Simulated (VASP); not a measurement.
# LiF (Griceite) (Fm-3m) in VASP: further runs

LiF (Griceite) is run at these levels: LDA; tasks: single point.

Program: VASP 6.6.1. These are calculated values, not measurements. Logs are shortened: lines on timing, memory, paths and dates and some standing lists are left out, and cuts for length are marked.

## Step 1: The cell of the first run

Symmetry: Fm-3m, No. 225, cubic system. The conventional cell has a = 4.001 Å, b = 4.001 Å, c = 4.001 Å, α = 90.00°, β = 90.00°, γ = 90.00°. F (site symmetry m-3m) has 6 Li at 2.00 Å within 2.7 Å. Within 2.7 Å of Li (site symmetry m-3m) lie 6 F at 2.00 Å.

## Step 2: Single point, LDA (volume scaled by 0.98)

The input, INCAR:

```
SYSTEM = LiF
PREC = Accurate
ENCUT = 520
EDIFF = 1E-7
ISMEAR = -1
SIGMA = 0.05
LREAL = .False.
LASPH = .True.
NELM = 60
ALGO = Normal
ISIF = 2
LWAVE = .False.
LCHARG = .True.
GGA = CA
LELF = .True.
LVHAR = .True.
NBANDS = 12
```

The input, KPOINTS:

```
regular mesh
0
Gamma
  11 11 11
  0 0 0
```

The input, POSCAR:

```
LiF
1.0
    0.0000000000      2.0004828142      2.0004828142
    2.0004828142      0.0000000000      2.0004828142
    2.0004828142      2.0004828142      0.0000000000
F Li
1 1
Direct
    0.5000000000      0.5000000000      0.5000000000
    0.0000000000      0.0000000000      0.0000000000
```

Potentials or basis: VASP PAW LDA potentials, release 64 (F, Li_sv).

Command:

```console
cat potpaw_LDA.64/F/POTCAR potpaw_LDA.64/Li_sv/POTCAR > POTCAR
mpirun -np 1 vasp_std > vasp.out
```

OUTCAR:

```text
SYSTEM = LiF
   PREC = Accurate
   ENCUT = 520
   EDIFF = 1E-7
   ISMEAR = -1
   LREAL = .False.
   LASPH = .True.
   NELM = 60
   ISIF = 2
   GGA = CA

 ion  position               nearest neighbor table
   1  0.500  0.500  0.500-   2 2.00   2 2.00   2 2.00   2 2.00   2 2.00   2 2.00
   2  0.000  0.000  0.000-   1 2.00   1 2.00   1 2.00   1 2.00   1 2.00   1 2.00

  LATTYP: Found a face centered cubic cell.
 ALAT       =     4.0009656284

  Lattice vectors:

 A1 = (   0.0000000000,   2.0004828142,   2.0004828142)
 A2 = (   2.0004828142,   0.0000000000,   2.0004828142)
 A3 = (   2.0004828142,   2.0004828142,   0.0000000000)

Analysis of symmetry for initial positions (statically):
=====================================================================
 Subroutine PRICEL returns:
 Original cell was already a primitive cell.

 Routine SETGRP: Setting up the symmetry group for a
 face centered cubic supercell.

 Subroutine GETGRP returns: Found 48 space group operations
 (whereof 48 operations were pure point group operations)
 out of a pool of 48 trial point group operations.

The static configuration has the point symmetry O_h .

Analysis of symmetry for dynamics (positions and initial velocities):
=====================================================================
 Subroutine PRICEL returns:
 Original cell was already a primitive cell.

 Routine SETGRP: Setting up the symmetry group for a
 face centered cubic supercell.

 Subroutine GETGRP returns: Found 48 space group operations
 (whereof 48 operations were pure point group operations)
 out of a pool of 48 trial point group operations.

The dynamic configuration has the point symmetry O_h .

 Subroutine INISYM returns: Found 48 space group operations
 (whereof 48 operations are pure point group operations),
 and found     1 'primitive' translations

----------------------------------------------------------------------------------------

                                     Primitive cell

  volume of cell :      16.0116

  direct lattice vectors                    reciprocal lattice vectors
     0.000000000  2.000482814  2.000482814    -0.249939663  0.249939663  0.249939663
     2.000482814  0.000000000  2.000482814     0.249939663 -0.249939663  0.249939663
     2.000482814  2.000482814  0.000000000     0.249939663  0.249939663 -0.249939663

  length of vectors
     2.829109927  2.829109927  2.829109927     0.432908195  0.432908195  0.432908195

  position of ions in fractional coordinates (direct lattice)
     0.500000000  0.500000000  0.500000000
     0.000000000  0.000000000  0.000000000

  ion indices of the primitive-cell ions
   primitive index   ion index
                 1           1
                 2           2

----------------------------------------------------------------------------------------

 KPOINTS: regular mesh

Automatic generation of k-mesh.
 Grid dimensions read from file:
 generate k-points for:   11   11   11

 Generating k-lattice:

  Cartesian coordinates                     Fractional coordinates (reciprocal lattice)
    -0.022721788  0.022721788  0.022721788     0.090909091  0.000000000  0.000000000
     0.022721788 -0.022721788  0.022721788     0.000000000  0.090909091  0.000000000
     0.022721788  0.022721788 -0.022721788     0.000000000  0.000000000  0.090909091

  Length of vectors
     0.039355290  0.039355290  0.039355290

  Shift w.r.t. Gamma in fractional coordinates (k-lattice)
     0.000000000  0.000000000  0.000000000

 Subroutine IBZKPT returns following result:
 ===========================================

 Found     56 irreducible k-points:

 Following reciprocal coordinates:
            Coordinates               Weight
  0.000000  0.000000  0.000000      1.000000
  0.090909  0.000000  0.000000      8.000000
  0.181818  0.000000  0.000000      8.000000
  0.272727  0.000000  0.000000      8.000000
  0.363636  0.000000  0.000000      8.000000
  0.454545  0.000000  0.000000      8.000000
[... 16 lines left out ...]
 -0.272727  0.181818  0.000000     24.000000
 -0.181818  0.181818  0.000000     12.000000
 [... further k-points ...]
   k-points           NKPTS =     56   k-points in BZ     NKDIM =     56   number of bands    NBANDS=     12
   number of dos      NEDOS =    301   number of ions     NIONS =      2
   total plane-waves  NPLWV =  13824
   dimension x,y,z NGX =    24 NGY =   24 NGZ =   24
   dimension x,y,z NGXF=    48 NGYF=   48 NGZF=   48
   ions per type =               1   1
   NGX,Y,Z   is equivalent  to a cutoff of  14.10, 14.10, 14.10 a.u.
   NGXF,Y,Z  is equivalent  to a cutoff of  28.21, 28.21, 28.21 a.u.
 SYSTEM =  LiF
   PREC   = accura    normal or accurate (medium, high low for compatibility)
   ISTART =      0    job   : 0-new  1-cont  2-samecut
   ICHARG =      2    charge: 1-file 2-atom 10-const
   ISPIN  =      1    spin polarized calculation?
   LNONCOLLINEAR =      F non collinear calculations
   LSORBIT =      F    spin-orbit coupling
   LASPH  =      T    aspherical Exc in radial PAW
   ENCUT  =  520.0 eV  38.22 Ry    6.18 a.u.   5.26  5.26  5.26*2*pi/ulx,y,z
   NELM   =     60;   NELMIN=  2; NELMDL= -5     # of ELM steps
   EDIFF  = 0.1E-06   stopping-criterion for ELM
   LREAL  =      F    real-space projection
   EDIFFG = 0.1E-05   stopping-criterion for IOM
   NSW    =      0    number of steps for IOM
   IBRION =     -1    ionic relax: 0-MD 1-quasi-New 2-CG
   NFREE  =      0    steps in history (QN), initial steepest desc. (CG)
   ISIF   =      2    stress and relaxation
   ISYM   =      2    0-nonsym 1-usesym 2-fastsym
   POTIM  = 0.5000    time-step for ionic-motion
   TEBEG  =    0.0;   TEEND  =   0.0 temperature during run
   PSTRESS=    0.0 pullay stress
   NELECT =      10.0000    total number of electrons
   NUPDOWN=      -1.0000    fix difference up-down
   EMIN   =  10.00;   EMAX   =-10.00  energy-range for DOS
   EFERMI =   0.00;   METHOD = LEGACY
   ISMEAR =    -1;   SIGMA  =   0.05  broadening in eV -4-tet -1-fermi 0-gaus
   EFERMI_NEDOS =   21; number of points for ismear=-14 and -15
   IALGO  =     38    algorithm
   IMIX   =      4    mixing-type and parameters
     AMIX     =   0.40;   BMIX     =  1.00
     AMIX_MAG =   1.60;   BMIX_MAG =  1.00
  volume/ion in A,a.u.               =       8.01        54.03
  Fermi-wavevector in a.u.,A,eV,Ry     =   1.399362  2.644410 26.643111  1.958213
  Thomas-Fermi vector in A             =   2.522429
   LORBIT       =      0    0 simple, 1 ext, 2 COOP (PROOUT), +10 PAW based schemes
   GGA     = CA    functional components
   LHFCALC =     F    Hartree Fock is set to
   AEXX    =    0.0000 exact exchange contribution
   IVDW    =     0    specifies the selected vdW correction
   LEPSILON=     F    determine dielectric tensor
   LRPA    =     F    only Hartree local field effects (RPA)
 non-spin polarized calculation
  energy-cutoff  :      520.00
  volume of cell :       16.01
 maximum number of plane-waves:       444
 NGX is ok and might be reduce to    24
   NGX = 11   NGY = 11   NGZ = 11

 number of electron      10.0000000 magnetization

 number of electron       9.9999995 magnetization

 Free energy of the ion-electron system (eV)
  ---------------------------------------------------
  ext. energy  EPLUGINS =         0.00000000
  ---------------------------------------------------
  free energy    TOTEN  =       -10.48333829 eV

  energy without entropy =      -10.48333829  energy(sigma->0) =      -10.48333829

 E-fermi :   0.0528     XC(G=0): -10.7711

 val. band max:       -1.1722373094   @ k =   0.0000   0.0000   0.0000
 cond. band min:       7.8497009322   @ k =   0.0000   0.0000   0.0000
 fundamental gap:      9.0219382416
 Fermi energy:         0.0528310043

 k-point     1 :       0.0000    0.0000    0.0000
  band No.  band energies     occupation
      1     -40.8842      2.00000
      2     -20.7961      2.00000
      3      -1.1722      2.00000
      4      -1.1722      2.00000
      5      -1.1722      2.00000
      6       7.8497      0.00000
      7      22.5449      0.00000
      8      22.5449      0.00000
      9      22.5449      0.00000
     10      22.9307      0.00000
     11      22.9307      0.00000
     12      22.9307      0.00000

 k-point     2 :       0.0909    0.0000    0.0000
  band No.  band energies     occupation
      1     -40.8783      2.00000
      2     -20.7625      2.00000
      3      -1.4237      2.00000
      4      -1.1923      2.00000
      5      -1.1923      2.00000
      6       8.0846      0.00000
      7      20.1064      0.00000
      8      21.4171      0.00000
      9      21.4171      0.00000
     10      23.8737      0.00000
     11      23.8737      0.00000
     12      23.9404      0.00000

 k-point     3 :       0.1818    0.0000    0.0000
  band No.  band energies     occupation
      1     -40.8624      2.00000
      2     -20.6685      2.00000
      3      -2.0482      2.00000
      4      -1.2451      2.00000
      5      -1.2451      2.00000
      6       8.6320      0.00000
      7      17.7552      0.00000
      8      20.0272      0.00000
      9      20.0272      0.00000
     10      24.8034      0.00000
     11      25.0815      0.00000
     12      25.0815      0.00000
[... 286 lines left out ...]
 k-point    23 :      -0.2727    0.1818    0.0000
  band No.  band energies     occupation
      1     -40.8174      2.00000
      2     -20.3608      2.00000
      3      -3.1422      2.00000
      4      -2.2215      2.00000
      5      -1.3576      2.00000
      6      10.2417      0.00000
      7      14.7640      0.00000
      8      18.1027      0.00000
      9      18.2110      0.00000
     10      26.9653      0.00000
     11      27.0460      0.00000
     12      28.6451      0.00000

 k-point    24 :      -0.1818    0.1818    0.0000
  band No.  band energies     occupation
      1     -40.8348      2.00000
      2     -20.4862      2.00000
      3      -2.6947      2.00000
      4      -1.9372      2.00000
      5      -1.2487      2.00000
      6       9.6720      0.00000
      7      15.6351      0.00000
      8      18.6099      0.00000
      9      18.7843      0.00000
     10      25.3983      0.00000
     11      25.7932      0.00000
     12      28.8235      0.00000

 [... further k-points ...]
[... 5 lines left out ...]
  --------------------------------------------------------------------------------------
  -------------------------------------------------------------------------------------
  Total       -0.5487814     -0.5487814     -0.5487814     -0.0000000      0.0000000      0.0000000
  in kB      -54.9130458    -54.9130458    -54.9130458     -0.0000000      0.0000000      0.0000000
  external PRESSURE =     -54.9130458 kB  Pullay stress =       0.0000000 kB

 VOLUME and BASIS-vectors are now :
 -----------------------------------------------------------------------------
  energy-cutoff  :      520.00
  volume of cell :       16.01
      direct lattice vectors                 reciprocal lattice vectors
     0.000000000  2.000482814  2.000482814    -0.249939663  0.249939663  0.249939663
     2.000482814  0.000000000  2.000482814     0.249939663 -0.249939663  0.249939663
     2.000482814  2.000482814  0.000000000     0.249939663  0.249939663 -0.249939663

 POSITION                                       TOTAL-FORCE (eV/Angst)
 -----------------------------------------------------------------------------------
      2.00048      2.00048      2.00048         0.000000      0.000000      0.000000
      0.00000      0.00000      0.00000        -0.000000     -0.000000      0.000000
 -----------------------------------------------------------------------------------
    total drift:                               -0.000000     -0.000000      0.000000

  FREE ENERGIE OF THE ION-ELECTRON SYSTEM (eV)
  ---------------------------------------------------
  free  energy   TOTEN  =       -10.4833382935 eV

  energy  without entropy=      -10.4833382934  energy(sigma->0) =      -10.48333829
```

Run time: 5.2 s. Hardware: 1 thread of Intel Xeon Platinum 8488C (Sapphire Rapids), shared host; peak memory 0.12 GiB.

Results:

```
Free energy            : -10.4833 eV
Band gap on the k mesh : 9.02 eV, direct
```

Levels at points of the mesh, in eV from the valence-band top:
| k point | band 2 | band 3 | band 4 | band 5 | band 6 | band 7 | band 8 | band 9 |
| --- | --- | --- | --- | --- | --- | --- | --- | --- |
| (0.00, 0.00, 0.00) | -19.62 | 0.00 | 0.00 | 0.00 | 9.02 | 23.72 | 23.72 | 23.72 |

Caveat: the cell differs from its parent crystal (volume scaled by 0.98); the cutoff is under 1.25 times the usual one of these potentials, so pressure, stress and relaxed cells hold a basis-set (Pulay) error. A k mesh can miss the band edges.

## Step 3: Single point, LDA

This run uses another cell than the first one, of 8.17 Å³/atom, 1.020 times its volume.

The input, INCAR:

```
ALGO = Normal ; EDIFF = 1E-7
ENCUT = 520 ; ISIF = 2
ISMEAR = -1 ; LASPH = T
LCHARG = T ; LELF = T
LREAL = F ; LVHAR = T
LWAVE = F ; NBANDS = 12
NELM = 60 ; PREC = Accurate
SIGMA = 0.05
```

The input, KPOINTS:

```
k-points
0
Gamma
  11 11 11
```

The input, POSCAR:

```
LiF
1.0
    0.0000000000      2.0140000000      2.0140000000
    2.0140000000      0.0000000000      2.0140000000
    2.0140000000      2.0140000000      0.0000000000
F Li
1 1
Direct
    0.5000000000      0.5000000000      0.5000000000
    0.0000000000      0.0000000000      0.0000000000
```

Potentials or basis: VASP PAW LDA potentials, release 64 (F, Li_sv).

Command:

```console
cat potpaw_LDA.64/F/POTCAR potpaw_LDA.64/Li_sv/POTCAR > POTCAR
mpirun -np 1 vasp_std > vasp.out
```

Run time: 5.1 s. Hardware: 1 thread of Intel Xeon Platinum 8488C (Sapphire Rapids), shared host; peak memory 0.12 GiB.

It converged, with:

| Property | Result |
| --- | --- |
| Free energy | -10.4718 eV |
| Band gap on the k mesh | 8.83 eV, direct |

Levels at points of the mesh, in eV from the valence-band top:
| k point | band 3 | band 4 | band 5 | band 6 | band 7 | band 8 |
| --- | --- | --- | --- | --- | --- | --- |
| (0.00, 0.00, 0.00) | 0.00 | 0.00 | 0.00 | 8.83 | 23.46 | 23.46 |

Caveat: the cutoff is under 1.25 times the usual one of these potentials, so pressure, stress and relaxed cells hold a basis-set (Pulay) error. Expect the measured gap to be larger: semilocal functionals such as LDA lack the derivative discontinuity.
